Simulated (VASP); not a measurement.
Wanted: the native input for a VASP 6.6.1 run.

| Quantity | Value |
| --- | --- |
| Task | single point |
| Functional | LDA |
| Potentials or basis | VASP PAW LDA potentials, release 64 (Re) |
| Cutoff | 520 eV |
| k mesh | 14 × 14 × 14 |
| Occupations | fermi-dirac, width 0.1 eV |
| Spin | no spin polarisation |
| Dipole correction | no |
| Further INCAR settings | ALGO = Normal; EDIFF = 1e-06; NBANDS = 10 |

The structure of Re lies in POSCAR:

```
Re
1.0
    2.4335571493      0.0000000000      0.0000000000
    0.0000000000      2.4335571493      0.0000000000
    0.0000000000      0.0000000000      2.4335571493
Re
1
Direct
    0.0000000000      0.0000000000      0.0000000000
```

This isn't the form of Re at room conditions, which is hcp.

One way to write it, as run:

INCAR

```
PREC = Accurate
ENCUT = 520
EDIFF = 1E-6
ISMEAR = -1
SIGMA = 0.1
LREAL = False
LASPH = True
NELM = 100
ALGO = Normal
ISIF = 2
LWAVE = False
LCHARG = False
GGA = CA
NBANDS = 10
```

KPOINTS

```
regular mesh
0
Gamma
  14 14 14
```

Potentials or basis: VASP PAW LDA potentials, release 64 (Re).

Command:

```bash
$ cat potpaw_LDA.64/Re/POTCAR > POTCAR
$ mpirun -np 1 vasp_std > vasp.out
```

It gave:

```yaml
Pressure: 49.0 GPa
Band_gap_on_the_k_mesh: zero (an odd number of electrons rules out a gap without spin polarisation)
```

Caveat: the cell stands under pressure; spin-orbit coupling is left out, which moves the levels of the heavy elements.

Run time: 16 s on 1 thread of Intel Xeon 8259CL (shared host), peak memory 0.13 GiB.
